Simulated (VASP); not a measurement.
A run of VASP 6.6.1 is set up as follows.

INCAR

```
SYSTEM = HoTeI
PREC     = Accurate       ! precision mode
ENCUT    = 500            ! plane-wave cutoff, eV
EDIFF    = 1E-7           ! SCF threshold, eV
ISMEAR   = 0              ! smearing method
SIGMA    = 0.1            ! smearing width, eV
LREAL    = .FALSE.        ! projectors in reciprocal space
LASPH    = .TRUE.         ! aspherical terms in the spheres
NELM     = 200            ! most SCF steps
ALGO     = Normal         ! electronic algorithm
ISIF     = 3              ! what is computed and relaxed
LWAVE    = .FALSE.        ! write WAVECAR
LCHARG   = .FALSE.        ! write CHGCAR
GGA      = PE             ! functional
IBRION   = 2              ! ionic algorithm
NSW      = 90             ! ionic steps
EDIFFG   = -0.04          ! ionic threshold
GGA_COMPAT= .FALSE.      
NELMIN   = 4            
LMAXMIX  = 6              ! l up to which the mixer works
```

KPOINTS

```
Automatic mesh
0
G
  6 6 6
  0 0 0
```

File POSCAR:

```
HoTeI
1.0
    5.5720645896      0.0000000000      0.0000000000
   -2.7860322948      4.8255494861      0.0000000000
    0.0000000000      0.0000000000      3.4268548033
Ho Te I
1 1 1
Direct
    0.6666666667      0.3333333333      0.0000000000
    0.0000000000      0.0000000000      0.5000000000
    0.3333333333      0.6666666667      0.5000000000
```

Potentials or basis: VASP PAW PBE potentials, release 64 (Ho_3, Te, I), 4f in core.

Command:

```sh
$ cat potpaw_PBE.64/Ho_3/POTCAR potpaw_PBE.64/Te/POTCAR potpaw_PBE.64/I/POTCAR > POTCAR
$ mpirun -np 1 vasp_std > vasp.out
```

**Question.** What does it give for the relaxed volume?

**Answer.** 31.16 Å³/atom.

**Question.** Estimate the space group after relaxing (to 0.1 Å).

**Answer.** P-6m2 (No. 187).

**Question.** What does it give for the relaxed cell?

**Answer.** a = 5.560 Å, b = 5.560 Å, c = 3.492 Å, α = 90.00°, β = 90.00°, γ = 120.00°.

The path:
| step | energy change (eV) | largest force (eV/Å) | pressure (GPa) | volume (Å³) |
| --- | --- | --- | --- | --- |
| 1 | 0.0000 | 0.0000 | 0.77 | 92.14 |
| 2 | -0.0131 | 0.0000 | -0.29 | 94.10 |
| 3 | -0.0165 | 0.0000 | 0.01 | 93.47 |

Caveat: spin-orbit coupling is left out, which moves the levels of the heavy elements; the 4f electrons are frozen in the core, so they carry no moment and show no levels; the run has no spin polarisation, though such a crystal can be magnetic. Spin polarisation is off, so any magnetic state and its effect on volume and gap are missing.
